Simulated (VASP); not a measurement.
Runs of VASP 6.6.1 on ZnS. The structure is that of space group F-43m (No. 216), or close to it. The cells are those of the table. 

```tsv
cell	gap on the mesh (eV)	pressure (GPa)
a = 3.871 Å, angles 60.0°, 2 atoms	1.94	(c)
a = 3.921 Å, angles 60.0°, 2 atoms	1.78	-3.3
a = 3.770 Å, angles 60.0°, 2 atoms	2.29	(b)
a = 3.821 Å, angles 60.0°, 2 atoms	2.11	(a)
a = 3.716 Å, angles 60.0°, 2 atoms	2.49	9.5
```

Alike in all rows: task single point; level PBE; potentials or basis VASP PAW PBE potentials, release 64 (Zn, S); no spin polarisation; k mesh 6 × 6 × 6; cutoff (eV) 500; smearing fermi-dirac 0.1 eV.

Task: Estimate the missing entries.

Result: (a) 1.8; (b) 5.2; (c) -1.0.

